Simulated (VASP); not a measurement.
# PbSe2 (P6_322) in VASP: single point with r2SCAN

Aim: the single point of PbSe2 with r2SCAN.

Program: VASP 6.6.1. These are calculated values, not measurements. Logs are shortened: lines on timing, memory, paths and dates and some standing lists are left out, and cuts for length are marked.

### 1 The cell of the first run

The structure is hexagonal, space group P6_322 (No. 182). Conventional cell: a = 6.778 Å, b = 6.778 Å, c = 11.528 Å, α = 90.00°, β = 90.00°, γ = 120.00°. Within 2.9 Å of Pb (site symmetry 3) lie 4 Se at 2.16 to 2.17 Å. Se (site symmetry 2) has 2 Pb at 2.17 Å within 2.9 Å. Within 2.9 Å of Se (site symmetry 32) lie 2 Pb at 2.16 Å.

### 2 Single point, r2SCAN

POSCAR reads:

```
PbSe2
1.0
    6.7781515847      0.0000000000      0.0000000000
   -3.3890757923      5.8700514631      0.0000000000
    0.0000000000      0.0000000000     11.5279042330
Pb Se
4 8
Direct
    0.6666666667      0.3333333333      0.9370460690
    0.6666666667      0.3333333333      0.5629539310
    0.3333333333      0.6666666667      0.0629539310
    0.3333333333      0.6666666667      0.4370460690
    0.0000000000      0.4133082358      0.0000000000
    0.4133082358      0.4133082358      0.5000000000
    0.5866917642      0.0000000000      0.5000000000
    0.5866917642      0.5866917642      0.0000000000
    0.0000000000      0.5866917642      0.5000000000
    0.6666666667      0.3333333333      0.7500000000
    0.3333333333      0.6666666667      0.2500000000
    0.4133082358      0.0000000000      0.0000000000
```

INCAR.step1 reads:

```
SYSTEM = PbSe2
ALGO = Normal
EDIFF = 1E-4
ENCUT = 520
GGA = PE
ISMEAR = 0
LASPH = .TRUE.
LCHARG = .FALSE.
LREAL = .FALSE.
LWAVE = .TRUE.
NBANDS = 64
NELM = 100
PREC = Accurate
SIGMA = 0.1
```

INCAR.step2 reads:

```
SYSTEM = PbSe2
ALGO = Normal
EDIFF = 1E-6
ENCUT = 520
ISIF = 2
ISMEAR = 0
ISTART = 1
LASPH = .TRUE.
LCHARG = .FALSE.
LMIXTAU = .TRUE.
LREAL = .FALSE.
LWAVE = .FALSE.
METAGGA = R2SCAN
NBANDS = 64
NELM = 100
PREC = Accurate
SIGMA = 0.1
```

KPOINTS reads:

```
k-points
0
G
  3 3 2
  0 0 0
```

Potentials or basis: VASP PAW PBE potentials, release 64 (Pb_d, Se).

Command:

```console
cat potpaw_PBE.64/Pb_d/POTCAR potpaw_PBE.64/Se/POTCAR > POTCAR
cp INCAR.step1 INCAR
mpirun -np 1 vasp_std > vasp.out
cp INCAR.step2 INCAR
mpirun -np 1 vasp_std > vasp.out
```

OUTCAR:

```text
SYSTEM = PbSe2
   EDIFF = 1E-6
   ENCUT = 520
   ISIF = 2
   ISMEAR = 0
   ISTART = 1
   LASPH = .TRUE.
   LREAL = .FALSE.
   METAGGA = R2SCAN
   NELM = 100
   PREC = Accurate

 ion  position               nearest neighbor table
   1  0.667  0.333  0.937-  10 2.16   5 2.17  12 2.17   8 2.17
   2  0.667  0.333  0.563-  10 2.16   7 2.17   9 2.17   6 2.17
   3  0.333  0.667  0.063-  11 2.16  12 2.17   5 2.17   8 2.17
   4  0.333  0.667  0.437-  11 2.16   9 2.17   7 2.17   6 2.17
   5  0.000  0.413  0.000-   1 2.17   3 2.17
   6  0.413  0.413  0.500-   2 2.17   4 2.17
   7  0.587  0.000  0.500-   2 2.17   4 2.17
   8  0.587  0.587  0.000-   3 2.17   1 2.17
   9  0.000  0.587  0.500-   4 2.17   2 2.17
  10  0.667  0.333  0.750-   1 2.16   2 2.16
  11  0.333  0.667  0.250-   3 2.16   4 2.16
  12  0.413  0.000  0.000-   3 2.17   1 2.17

  LATTYP: Found a hexagonal cell.
 ALAT       =     6.7781515847
 C/A-ratio  =     1.7007445303

  Lattice vectors:

 A1 = (   6.7781515847,   0.0000000000,   0.0000000000)
 A2 = (  -3.3890757923,   5.8700514631,   0.0000000000)
 A3 = (   0.0000000000,   0.0000000000,  11.5279042330)

Analysis of symmetry for initial positions (statically):
=====================================================================
 Subroutine PRICEL returns:
 Original cell was already a primitive cell.

 Routine SETGRP: Setting up the symmetry group for a
 hexagonal supercell.

 Subroutine GETGRP returns: Found 12 space group operations
 (whereof  6 operations were pure point group operations)
 out of a pool of 24 trial point group operations.

The static configuration has the point symmetry D_3 .
 The point group associated with its full space group is D_6 .

Analysis of symmetry for dynamics (positions and initial velocities):
=====================================================================
 Subroutine PRICEL returns:
 Original cell was already a primitive cell.

 Routine SETGRP: Setting up the symmetry group for a
 hexagonal supercell.

 Subroutine GETGRP returns: Found 12 space group operations
 (whereof  6 operations were pure point group operations)
 out of a pool of 24 trial point group operations.

The dynamic configuration has the point symmetry D_3 .
 The point group associated with its full space group is D_6 .

[... 106 lines left out ...]
   ISYM   =      2    0-nonsym 1-usesym 2-fastsym
   POTIM  = 0.5000    time-step for ionic-motion
   TEBEG  =    0.0;   TEEND  =   0.0 temperature during run
   PSTRESS=    0.0 pullay stress
   NELECT =     104.0000    total number of electrons
   NUPDOWN=      -1.0000    fix difference up-down
   EMIN   =  10.00;   EMAX   =-10.00  energy-range for DOS
   EFERMI =   0.00;   METHOD = LEGACY
   ISMEAR =     0;   SIGMA  =   0.10  broadening in eV -4-tet -1-fermi 0-gaus
   EFERMI_NEDOS =   21; number of points for ismear=-14 and -15
   IALGO  =     38    algorithm
   IMIX   =      4    mixing-type and parameters
     AMIX     =   0.40;   BMIX     =  1.00
     AMIX_MAG =   1.60;   BMIX_MAG =  1.00
  volume/ion in A,a.u.               =      38.22       257.94
  Fermi-wavevector in a.u.,A,eV,Ry     =   0.998278  1.886472 13.559003  0.996559
  Thomas-Fermi vector in A             =   2.130491
   LORBIT       =      0    0 simple, 1 ext, 2 COOP (PROOUT), +10 PAW based schemes
   METAGGA = R2SCAN    functional components
   LHFCALC =     F    Hartree Fock is set to
   AEXX    =    0.0000 exact exchange contribution
   IVDW    =     0    specifies the selected vdW correction
   LEPSILON=     F    determine dielectric tensor
   LRPA    =     F    only Hartree local field effects (RPA)
 non-spin polarized calculation
 Gauss-broadening in eV      SIGMA  =   0.10
  energy-cutoff  :      520.00
  volume of cell :      458.67
 maximum number of plane-waves:     12391
 NGX is ok and might be reduce to    50
   NGX = 25   NGY = 25   NGZ = 43

 number of electron     104.0000010 magnetization

 Free energy of the ion-electron system (eV)
  ---------------------------------------------------
  ext. energy  EPLUGINS =         0.00000000
  ---------------------------------------------------
  free energy    TOTEN  =      -307.95478887 eV

  energy without entropy =     -307.95478887  energy(sigma->0) =     -307.95478887

 E-fermi :   0.8828     XC(G=0):  -7.3495

 val. band max:        0.3701818172   @ k =   0.0000   0.0000   0.0000
 cond. band min:       1.3652107676   @ k =   0.0000   0.0000   0.0000
 fundamental gap:      0.9950289504
 Fermi energy:         0.8827583899

 k-point     1 :       0.0000    0.0000    0.0000
  band No.  band energies     occupation
      1     -18.8758      2.00000
      2     -18.8758      2.00000
      3     -18.8710      2.00000
      4     -18.8710      2.00000
      5     -18.8343      2.00000
      6     -18.7635      2.00000
[... 391 lines left out ...]
     63       7.1578      0.00000
     64       7.1578      0.00000

------------------------ aborting loop because EDIFF is reached ----------------------------------------

  FORCE on cell =-STRESS in cart. coord.  units (eV):
  Direction    XX          YY          ZZ          XY          YZ          ZX
  --------------------------------------------------------------------------------------
  -------------------------------------------------------------------------------------
  Total      117.6115844    117.6115844    119.9667565      0.0000000      0.0000000      0.0000000
  in kB      410.8252584    410.8252584    419.0520346      0.0000000      0.0000000      0.0000000
  external PRESSURE =     413.5675171 kB  Pullay stress =       0.0000000 kB

 VOLUME and BASIS-vectors are now :
 -----------------------------------------------------------------------------
  energy-cutoff  :      520.00
  volume of cell :      458.67
      direct lattice vectors                 reciprocal lattice vectors
     6.778151585  0.000000000  0.000000000     0.147532847  0.085178129  0.000000000
    -3.389075792  5.870051463  0.000000000     0.000000000  0.170356258  0.000000000
     0.000000000  0.000000000 11.527904233     0.000000000  0.000000000  0.086746036

 POSITION                                       TOTAL-FORCE (eV/Angst)
 -----------------------------------------------------------------------------------
      3.38908      1.95668     10.80218        -0.000000      0.000000      0.451374
      3.38908      1.95668      6.48968        -0.000000      0.000000     -0.451374
     -0.00000      3.91337      0.72573        -0.000000     -0.000000     -0.451374
     -0.00000      3.91337      5.03823        -0.000000     -0.000000      0.451374
     -1.40073      2.42614      0.00000         3.074542     -5.325263     -0.000000
      1.40073      2.42614      5.76395        -3.074542     -5.325263     -0.000000
      3.97669      0.00000      5.76395         6.149084     -0.000000     -0.000000
      1.98834      3.44391      0.00000         3.074542      5.325263     -0.000000
     -1.98834      3.44391      5.76395        -3.074542      5.325263     -0.000000
      3.38908      1.95668      8.64593        -0.000000     -0.000000     -0.000000
     -0.00000      3.91337      2.88198        -0.000000      0.000000     -0.000000
      2.80147      0.00000      0.00000        -6.149084      0.000000     -0.000000
 -----------------------------------------------------------------------------------
    total drift:                               -0.000001      0.000000      0.000000

  FREE ENERGIE OF THE ION-ELECTRON SYSTEM (eV)
  ---------------------------------------------------
  free  energy   TOTEN  =      -307.9547888722 eV

  energy  without entropy=     -307.9547888722  energy(sigma->0) =     -307.95478887
```

OUTCAR.step1:

```text
SYSTEM = PbSe2
   EDIFF = 1E-4
   ENCUT = 520
   GGA = PE
   ISMEAR = 0
[... 645 lines left out ...]
     -1.98834      3.44391      5.76395        -3.105252      5.378454      0.000000
      3.38908      1.95668      8.64593        -0.000000      0.000000      0.000000
     -0.00000      3.91337      2.88198         0.000000      0.000000      0.000000
      2.80147      0.00000      0.00000        -6.210503     -0.000000      0.000000
 -----------------------------------------------------------------------------------
    total drift:                               -0.000001      0.000000      0.000000

  FREE ENERGIE OF THE ION-ELECTRON SYSTEM (eV)
  ---------------------------------------------------
  free  energy   TOTEN  =        -8.4907300534 eV

  energy  without entropy=       -8.4907300451  energy(sigma->0) =       -8.49073005
```

OSZICAR.step1:

```text
N       E                     dE             d eps       ncg     rms          rms(c)
DAV:   1     0.119304849970E+04    0.11930E+04   -0.45613E+04   776   0.150E+03
DAV:   2     0.146561634695E+03   -0.10465E+04   -0.10111E+04   864   0.391E+02
DAV:   3    -0.376383816243E+01   -0.15033E+03   -0.14900E+03   960   0.193E+02
DAV:   4    -0.118919928431E+02   -0.81282E+01   -0.80853E+01   928   0.509E+01
DAV:   5    -0.122611998855E+02   -0.36921E+00   -0.36902E+00  1048   0.103E+01    0.177E+01
DAV:   6    -0.907365728256E+01    0.31875E+01   -0.40579E+00  1144   0.249E+01    0.112E+01
DAV:   7    -0.856117887356E+01    0.51248E+00   -0.53798E+00  1200   0.157E+01    0.216E+00
DAV:   8    -0.848651459063E+01    0.74664E-01   -0.11021E+00  1144   0.108E+01    0.244E+00
DAV:   9    -0.849460153274E+01   -0.80869E-02   -0.66747E-02   864   0.116E+00    0.792E-01
DAV:  10    -0.849038867493E+01    0.42129E-02   -0.22273E-02  1080   0.205E+00    0.555E-01
DAV:  11    -0.849082878633E+01   -0.44011E-03   -0.41916E-03   888   0.322E-01    0.374E-01
DAV:  12    -0.849073005343E+01    0.98733E-04   -0.67428E-04   992   0.246E-01
   1 F= -.84907301E+01 E0= -.84907300E+01  d E =-.830333E-08
```

It took 10 min on 1 thread of Intel Xeon 6975P-C (Granite Rapids), shared host; peak memory 0.62 GiB.

Results:

```
Free energy            : -307.9548 eV
Pressure               : 41.4 GPa
Largest force          : 6.149 eV/Å
Band gap on the k mesh : 0.99 eV
```

Forces in eV/Å, atoms in the order of the input:
```
Pb   0.000  0.000  0.451
Pb   0.000  0.000 -0.451
Pb   0.000  0.000 -0.451
Pb   0.000  0.000  0.451
Se   3.075 -5.325  0.000
Se  -3.075 -5.325  0.000
Se   6.149  0.000  0.000
Se   3.075  5.325  0.000
Se  -3.075  5.325  0.000
Se   0.000  0.000  0.000
Se   0.000  0.000  0.000
Se  -6.149  0.000  0.000
```

Levels at points of the mesh, in eV from the valence-band top:
```tsv
k point	band 48	band 49	band 50	band 51	band 52	band 53	band 54	band 55	band 56	band 57
(0.00, 0.00, 0.00)	-0.05	-0.04	-0.04	0.00	0.00	0.99	2.92	4.43	4.78	4.78
(0.00, 0.00, 0.50)	-0.32	-0.06	-0.06	-0.03	-0.03	2.20	2.20	4.49	4.49	4.73
```

Caveat: the cell stands under pressure; the PAW data sets were made with another functional, which shifts forces and pressure a little; spin-orbit coupling is left out, which moves the levels of the heavy elements.
